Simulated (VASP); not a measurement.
Input of a VASP 6.6.1 run:

File INCAR:

```
SYSTEM = SiC
ALGO = Normal
EDIFF = 1E-8
ENCUT = 600
GGA = PS
IBRION = 6
ISIF = 3
ISMEAR = 0
LASPH = .TRUE.
LCHARG = .FALSE.
LREAL = .FALSE.
LWAVE = .FALSE.
NELM = 100
NFREE = 2
NSW = 1
POTIM = 0.015
PREC = Accurate
SIGMA = 0.01
```

The input KPOINTS:

```
k-points
0
G
  10 10 10
  0 0 0
```

POSCAR

```
SiC
1.0
    0.0000000000      2.1784126226      2.1784126226
    2.1784126226      0.0000000000      2.1784126226
    2.1784126226      2.1784126226      0.0000000000
Si C
1 1
Direct
    0.0000000000      0.0000000000      0.0000000000
    0.7500000000      0.7500000000      0.7500000000
```

Potentials or basis: VASP PAW PBE potentials, release 64 (Si, C).

Launch:

```sh
$ cat potpaw_PBE.64/Si/POTCAR potpaw_PBE.64/C/POTCAR > POTCAR
$ mpirun -np 1 vasp_std > vasp.out
```

(1) What does it give for the elastic constants C11, C12, C44?

(2) Estimate the Voigt bulk modulus.

(3) Estimate the highest phonon frequency at Γ, LO-TO splitting left out.

## Answers

(1) 389, 137, 244 GPa.

(2) 221 GPa.

(3) 788 cm⁻¹.

Caveat: the PAW data sets were made with another functional, which shifts forces and pressure a little.
